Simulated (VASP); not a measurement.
# Sb (R-3m) in VASP: a series of runs

Runs on Sb. Level: PBE. Tasks: single point.

All numbers are computed with VASP 6.6.1; they aren't measurements. Logs are shortened: lines on timing, memory, paths and dates and some standing lists are left out, and cuts for length are marked.

## (1) The cell of the first run

It takes space group R-3m (No. 166, trigonal). The conventional cell has a = 4.308 Å, b = 4.308 Å, c = 11.499 Å, α = 90.00°, β = 90.00°, γ = 120.00°. Sb (site symmetry 3m) has 6 Sb at 2.92 to 3.39 Å within 3.9 Å.

## (2) Single point, PBE

INCAR

```
PREC = Accurate
ENCUT = 520
EDIFF = 1E-6
ISMEAR = -1
SIGMA = 0.05
LREAL = False
LASPH = True
NELM = 100
ALGO = Normal
ISIF = 2
LWAVE = False
LCHARG = False
GGA = PE
NBANDS = 12
```

KPOINTS

```
Automatic mesh
0
Gamma
  6 6 6
```

POSCAR

```
Sb
1.0
    2.1542000000      1.2437279499      3.8331600000
   -2.1542000000      1.2437279499      3.8331600000
    0.0000000000     -2.4874558998      3.8331600000
Sb
2
Direct
    0.7665100000      0.7665100000      0.7665100000
    0.2334900000      0.2334900000      0.2334900000
```

Potentials or basis: VASP PAW PBE potentials, release 64 (Sb).

Launch:

```
cat potpaw_PBE.64/Sb/POTCAR > POTCAR
mpirun -np 1 vasp_std > vasp.out
```

OUTCAR:

```text
PREC = Accurate
   ENCUT = 520
   EDIFF = 1E-6
   ISMEAR = -1
   LREAL = False
   LASPH = True
   NELM = 100
   ISIF = 2
   GGA = PE

 ion  position               nearest neighbor table
   1  0.767  0.767  0.767-   2 2.92   2 2.92   2 2.92   2 3.39   2 3.39   2 3.39
   2  0.233  0.233  0.233-   1 2.92   1 2.92   1 2.92   1 3.39   1 3.39   1 3.39

  LATTYP: Found a trigonal (rhomboedric) cell.
 ALAT       =     4.5695243121
 COS(alpha) =     0.5555119862

  Lattice vectors:

 A1 = (   2.1542000000,   1.2437279499,   3.8331600000)
 A2 = (  -2.1542000000,   1.2437279499,   3.8331600000)
 A3 = (   0.0000000000,  -2.4874558998,   3.8331600000)

Analysis of symmetry for initial positions (statically):
=====================================================================
 Subroutine PRICEL returns:
 Original cell was already a primitive cell.

 Routine SETGRP: Setting up the symmetry group for a
 trigonal (rhombohedral) supercell.

 Subroutine GETGRP returns: Found 12 space group operations
 (whereof 12 operations were pure point group operations)
 out of a pool of 12 trial point group operations.

The static configuration has the point symmetry D_3d.

Analysis of symmetry for dynamics (positions and initial velocities):
=====================================================================
 Subroutine PRICEL returns:
 Original cell was already a primitive cell.

 Routine SETGRP: Setting up the symmetry group for a
 trigonal (rhombohedral) supercell.

 Subroutine GETGRP returns: Found 12 space group operations
 (whereof 12 operations were pure point group operations)
 out of a pool of 12 trial point group operations.

The dynamic configuration has the point symmetry D_3d.

 Subroutine INISYM returns: Found 12 space group operations
 (whereof 12 operations are pure point group operations),
 and found     1 'primitive' translations

----------------------------------------------------------------------------------------

                                     Primitive cell

  volume of cell :      61.6197

  direct lattice vectors                    reciprocal lattice vectors
     2.154200000  1.243727950  3.833160000     0.232104726  0.134005726  0.086960454
    -2.154200000  1.243727950  3.833160000    -0.232104726  0.134005726  0.086960454
     0.000000000 -2.487455900  3.833160000     0.000000000 -0.268011452  0.086960454

  length of vectors
     4.569524312  4.569524312  4.569524312     0.281766319  0.281766319  0.281766319

  position of ions in fractional coordinates (direct lattice)
     0.766510000  0.766510000  0.766510000
     0.233490000  0.233490000  0.233490000

  ion indices of the primitive-cell ions
   primitive index   ion index
                 1           1
                 2           2

----------------------------------------------------------------------------------------

 KPOINTS: Automatic mesh

Automatic generation of k-mesh.
 Grid dimensions read from file:
 generate k-points for:    6    6    6

 Generating k-lattice:

  Cartesian coordinates                     Fractional coordinates (reciprocal lattice)
     0.038684121  0.022334288  0.014493409     0.166666667  0.000000000  0.000000000
    -0.038684121  0.022334288  0.014493409     0.000000000  0.166666667  0.000000000
     0.000000000 -0.044668575  0.014493409     0.000000000  0.000000000  0.166666667

  Length of vectors
     0.046961053  0.046961053  0.046961053

  Shift w.r.t. Gamma in fractional coordinates (k-lattice)
     0.000000000  0.000000000  0.000000000

 Subroutine IBZKPT returns following result:
 ===========================================

 Found     32 irreducible k-points:

 Following reciprocal coordinates:
            Coordinates               Weight
  0.000000  0.000000  0.000000      1.000000
  0.166667  0.000000  0.000000      6.000000
  0.333333 -0.000000 -0.000000      6.000000
  0.500000 -0.000000  0.000000      3.000000
  0.166667  0.166667  0.000000      6.000000
  0.333333  0.166667 -0.000000     12.000000
[... 16 lines left out ...]
  0.500000  0.500000  0.166667      6.000000
 -0.333333  0.500000  0.166667     12.000000
 [... further k-points ...]
   k-points           NKPTS =     32   k-points in BZ     NKDIM =     32   number of bands    NBANDS=     12
   number of dos      NEDOS =    301   number of ions     NIONS =      2
   total plane-waves  NPLWV =  46656
   dimension x,y,z NGX =    36 NGY =   36 NGZ =   36
   dimension x,y,z NGXF=    72 NGYF=   72 NGZF=   72
   ions per type =               2
   NGX,Y,Z   is equivalent  to a cutoff of  13.10, 13.10, 13.10 a.u.
   NGXF,Y,Z  is equivalent  to a cutoff of  26.19, 26.19, 26.19 a.u.
 SYSTEM =  unknown system
   PREC   = accura    normal or accurate (medium, high low for compatibility)
   ISTART =      0    job   : 0-new  1-cont  2-samecut
   ICHARG =      2    charge: 1-file 2-atom 10-const
   ISPIN  =      1    spin polarized calculation?
   LNONCOLLINEAR =      F non collinear calculations
   LSORBIT =      F    spin-orbit coupling
   LASPH  =      T    aspherical Exc in radial PAW
   ENCUT  =  520.0 eV  38.22 Ry    6.18 a.u.   8.50  8.50  8.50*2*pi/ulx,y,z
   NELM   =    100;   NELMIN=  2; NELMDL= -5     # of ELM steps
   EDIFF  = 0.1E-05   stopping-criterion for ELM
   LREAL  =      F    real-space projection
   EDIFFG = 0.1E-04   stopping-criterion for IOM
   NSW    =      0    number of steps for IOM
   IBRION =     -1    ionic relax: 0-MD 1-quasi-New 2-CG
   NFREE  =      0    steps in history (QN), initial steepest desc. (CG)
   ISIF   =      2    stress and relaxation
   ISYM   =      2    0-nonsym 1-usesym 2-fastsym
   POTIM  = 0.5000    time-step for ionic-motion
   TEBEG  =    0.0;   TEEND  =   0.0 temperature during run
   PSTRESS=    0.0 pullay stress
   NELECT =      10.0000    total number of electrons
   NUPDOWN=      -1.0000    fix difference up-down
   EMIN   =  10.00;   EMAX   =-10.00  energy-range for DOS
   EFERMI =   0.00;   METHOD = LEGACY
   ISMEAR =    -1;   SIGMA  =   0.05  broadening in eV -4-tet -1-fermi 0-gaus
   EFERMI_NEDOS =   21; number of points for ismear=-14 and -15
   IALGO  =     38    algorithm
   IMIX   =      4    mixing-type and parameters
     AMIX     =   0.40;   BMIX     =  1.00
     AMIX_MAG =   1.60;   BMIX_MAG =  1.00
  volume/ion in A,a.u.               =      30.81       207.92
  Fermi-wavevector in a.u.,A,eV,Ry     =   0.892966  1.687461 10.849128  0.797388
  Thomas-Fermi vector in A             =   2.014983
   LORBIT       =      0    0 simple, 1 ext, 2 COOP (PROOUT), +10 PAW based schemes
   GGA     = PE    functional components
   LHFCALC =     F    Hartree Fock is set to
   AEXX    =    0.0000 exact exchange contribution
   IVDW    =     0    specifies the selected vdW correction
   LEPSILON=     F    determine dielectric tensor
   LRPA    =     F    only Hartree local field effects (RPA)
 non-spin polarized calculation
  energy-cutoff  :      520.00
  volume of cell :       61.62
 maximum number of plane-waves:      1678
 NGX is ok and might be reduce to    36
   NGX = 17   NGY = 17   NGZ = 17

 number of electron      10.0000000 magnetization

 Free energy of the ion-electron system (eV)
  ---------------------------------------------------
  ext. energy  EPLUGINS =         0.00000000
  ---------------------------------------------------
  free energy    TOTEN  =        -8.28375084 eV

  energy without entropy =       -8.28095517  energy(sigma->0) =       -8.28235300

 E-fermi :   7.0678     XC(G=0):  -9.4452

 val. band max:        6.8468757337   @ k =   0.5000  -0.0000   0.0000
 cond. band min:       7.0900412626   @ k =   0.3333   0.1667   0.1667
 fundamental gap:      0.2431655288
 Fermi energy:         7.0677579759

 k-point     1 :       0.0000    0.0000    0.0000
  band No.  band energies     occupation
      1      -5.5351      2.00000
      2       2.1112      2.00000
      3       4.8853      2.00000
      4       5.3543      2.00000
      5       5.3543      2.00000
      6       9.0960      0.00000
      7       9.6935      0.00000
      8       9.6935      0.00000
      9      12.2220      0.00000
     10      12.2220      0.00000
     11      12.2611      0.00000
     12      13.7017      0.00000

 k-point     2 :       0.1667    0.0000    0.0000
  band No.  band energies     occupation
      1      -5.2329      2.00000
      2       1.0360      2.00000
      3       4.9637      2.00000
      4       5.2743      2.00000
      5       5.6412      2.00000
      6       8.8339      0.00000
      7       8.9902      0.00000
      8       9.0599      0.00000
      9      11.6380      0.00000
     10      12.0338      0.00000
     11      12.5159      0.00000
     12      15.4208      0.00000

 k-point     3 :       0.3333   -0.0000   -0.0000
  band No.  band energies     occupation
      1      -4.3463      2.00000
      2      -0.9254      2.00000
      3       5.0250      2.00000
      4       5.1703      2.00000
      5       6.1741      2.00000
      6       7.7140      0.00000
      7       7.7706      0.00000
      8       8.0334      0.00000
      9      12.5824      0.00000
     10      13.5140      0.00000
     11      14.1061      0.00000
     12      17.3047      0.00000
[... 286 lines left out ...]
 k-point    23 :       0.5000    0.5000    0.1667
  band No.  band energies     occupation
      1      -3.5410      2.00000
      2      -1.0588      2.00000
      3       2.0334      2.00000
      4       3.8653      2.00000
      5       4.1620      2.00000
      6       9.2802      0.00000
      7      10.7703      0.00000
      8      11.8116      0.00000
      9      12.6335      0.00000
     10      15.7921      0.00000
     11      16.1224      0.00000
     12      16.5398      0.00000

 k-point    24 :      -0.3333    0.5000    0.1667
  band No.  band energies     occupation
      1      -2.9553      2.00000
      2      -1.5971      2.00000
      3       1.8582      2.00000
      4       2.7349      2.00000
      5       5.2193      2.00000
      6       8.9476      0.00000
      7      10.3529      0.00000
      8      12.5602      0.00000
      9      12.8728      0.00000
     10      14.0173      0.00000
     11      16.6720      0.00000
     12      17.5859      0.00000

 [... further k-points ...]
[... 5 lines left out ...]
  --------------------------------------------------------------------------------------
  -------------------------------------------------------------------------------------
  Total        0.7725943      0.7725943      0.4504924      0.0000000     -0.0000000      0.0000000
  in kB       20.0882676     20.0882676     11.7132769      0.0000000     -0.0000000      0.0000000
  external PRESSURE =      17.2966040 kB  Pullay stress =       0.0000000 kB

 VOLUME and BASIS-vectors are now :
 -----------------------------------------------------------------------------
  energy-cutoff  :      520.00
  volume of cell :       61.62
      direct lattice vectors                 reciprocal lattice vectors
     2.154200000  1.243727950  3.833160000     0.232104726  0.134005726  0.086960454
    -2.154200000  1.243727950  3.833160000    -0.232104726  0.134005726  0.086960454
     0.000000000 -2.487455900  3.833160000     0.000000000 -0.268011452  0.086960454

 POSITION                                       TOTAL-FORCE (eV/Angst)
 -----------------------------------------------------------------------------------
      0.00000      0.00000      8.81447         0.000000      0.000000      0.005549
      0.00000      0.00000      2.68501         0.000000      0.000000     -0.005549
 -----------------------------------------------------------------------------------
    total drift:                                0.000000     -0.000000     -0.000000

  FREE ENERGIE OF THE ION-ELECTRON SYSTEM (eV)
  ---------------------------------------------------
  free  energy   TOTEN  =        -8.2837508388 eV

  energy  without entropy=       -8.2809551676  energy(sigma->0) =       -8.28235300
```

Run time: 46 s. Hardware: 1 thread of AMD EPYC 7R13, shared host; peak memory 0.17 GiB.

Results:

```
Free energy            : -8.2838 eV
Pressure               : 1.7 GPa
Largest force          : 0.006 eV/Å
Band gap on the k mesh : zero (band 5 reaches 7.09 eV, above the bottom of band 6 at 6.85 eV)
```

Forces on the atoms (eV/Å):
```
Sb   0.000  0.000  0.006
Sb   0.000  0.000 -0.006
```

Stress tensor (GPa, compression positive):
```
2.01 0.00 0.00
0.00 2.01 0.00
0.00 0.00 1.17
```

Caveat: spin-orbit coupling is left out, which moves the levels of the heavy elements.

## (3) Single point, PBE

This run uses another cell than the first one, of 31.41 Å³/atom, 1.020 times its volume.

INCAR

```
SYSTEM = Sb
PREC = Accurate
ENCUT = 520
EDIFF = 1E-6
ISMEAR = -1
SIGMA = 0.05
LREAL = .FALSE.
LASPH = .TRUE.
NELM = 100
ALGO = Normal
ISIF = 2
LWAVE = .FALSE.
LCHARG = .FALSE.
GGA = PE
NBANDS = 12
```

KPOINTS

```
regular mesh
0
G
  6 6 6
  0 0 0
```

POSCAR

```
Sb
1.0
    2.1542000000      1.2437279499      3.9083200000
   -2.1542000000      1.2437279499      3.9083200000
    0.0000000000     -2.4874558998      3.9083200000
Sb
2
Direct
    0.7665100000      0.7665100000      0.7665100000
    0.2334900000      0.2334900000      0.2334900000
```

Potentials or basis: VASP PAW PBE potentials, release 64 (Sb).

Launch:

```
cat potpaw_PBE.64/Sb/POTCAR > POTCAR
mpirun -np 1 vasp_std > vasp.out
```

OUTCAR:

```text
SYSTEM = Sb
   PREC = Accurate
   ENCUT = 520
   EDIFF = 1E-6
   ISMEAR = -1
   LREAL = .FALSE.
   LASPH = .TRUE.
   NELM = 100
   ISIF = 2
   GGA = PE

 ion  position               nearest neighbor table
   1  0.767  0.767  0.767-   2 2.94   2 2.94   2 2.94   2 3.42   2 3.42   2 3.42
   2  0.233  0.233  0.233-   1 2.94   1 2.94   1 2.94   1 3.42   1 3.42   1 3.42

  LATTYP: Found a trigonal (rhomboedric) cell.
 ALAT       =     4.6327531853
 COS(alpha) =     0.5675621374

  Lattice vectors:

[... 538 lines left out ...]
      7      10.1505      0.00000
      8      12.1847      0.00000
      9      12.4999      0.00000
     10      13.7443      0.00000
     11      16.2948      0.00000
     12      17.2193      0.00000

 [... further k-points ...]
[... 5 lines left out ...]
  --------------------------------------------------------------------------------------
  -------------------------------------------------------------------------------------
  Total        0.4587575      0.4587575     -0.0775348      0.0000000     -0.0000000      0.0000000
  in kB       11.6987916     11.6987916     -1.9772176      0.0000000     -0.0000000      0.0000000
  external PRESSURE =       7.1401219 kB  Pullay stress =       0.0000000 kB

 VOLUME and BASIS-vectors are now :
 -----------------------------------------------------------------------------
  energy-cutoff  :      520.00
  volume of cell :       62.83
      direct lattice vectors                 reciprocal lattice vectors
     2.154200000  1.243727950  3.908320000     0.232104726  0.134005726  0.085288137
    -2.154200000  1.243727950  3.908320000    -0.232104726  0.134005726  0.085288137
     0.000000000 -2.487455900  3.908320000     0.000000000 -0.268011452  0.085288137

 POSITION                                       TOTAL-FORCE (eV/Angst)
 -----------------------------------------------------------------------------------
      0.00000      0.00000      8.98730         0.000000     -0.000000      0.129259
      0.00000      0.00000      2.73766         0.000000      0.000000     -0.129259
 -----------------------------------------------------------------------------------
    total drift:                                0.000000     -0.000000     -0.000000

  FREE ENERGIE OF THE ION-ELECTRON SYSTEM (eV)
  ---------------------------------------------------
  free  energy   TOTEN  =        -8.2873793264 eV

  energy  without entropy=       -8.2843604579  energy(sigma->0) =       -8.28586989
```

OSZICAR:

```text
N       E                     dE             d eps       ncg     rms          rms(c)
DAV:   1     0.355288046670E+02    0.35529E+02   -0.37339E+03   768   0.668E+02
DAV:   2    -0.617395152410E+01   -0.41703E+02   -0.40351E+02  1008   0.104E+02
DAV:   3    -0.826839050114E+01   -0.20944E+01   -0.20774E+01   936   0.263E+01
DAV:   4    -0.828777261294E+01   -0.19382E-01   -0.19380E-01   904   0.305E+00
DAV:   5    -0.828801429235E+01   -0.24168E-03   -0.24168E-03   928   0.380E-01    0.285E+00
DAV:   6    -0.828756541902E+01    0.44887E-03   -0.21287E-03   912   0.323E-01    0.171E+00
DAV:   7    -0.828720761099E+01    0.35781E-03   -0.56398E-03   900   0.502E-01    0.809E-02
DAV:   8    -0.828735762742E+01   -0.15002E-03   -0.23102E-04   944   0.939E-02    0.161E-02
DAV:   9    -0.828737731110E+01   -0.19684E-04   -0.22549E-05   916   0.293E-02    0.437E-03
DAV:  10    -0.828737876860E+01   -0.14575E-05   -0.17776E-06   880   0.757E-03    0.182E-03
DAV:  11    -0.828737932645E+01   -0.55785E-06   -0.15120E-07   548   0.223E-03
   1 F= -.82873793E+01 E0= -.82858699E+01  d E =-.301887E-02
```

Wall time 46 s (1 thread of AMD EPYC 7R13, shared host); peak memory 0.17 GiB.

Results:

```
Free energy            : -8.2874 eV
Pressure               : 0.7 GPa
Largest force          : 0.129 eV/Å
Band gap on the k mesh : zero (band 5 reaches 6.82 eV, above the bottom of band 6 at 6.63 eV)
```

Forces on the atoms (eV/Å):
```
Sb   0.000  0.000  0.129
Sb   0.000  0.000 -0.129
```

Stress tensor (GPa, compression positive):
```
 1.17  0.00  0.00
 0.00  1.17  0.00
 0.00  0.00 -0.20
```

Caveat: spin-orbit coupling is left out, which moves the levels of the heavy elements.
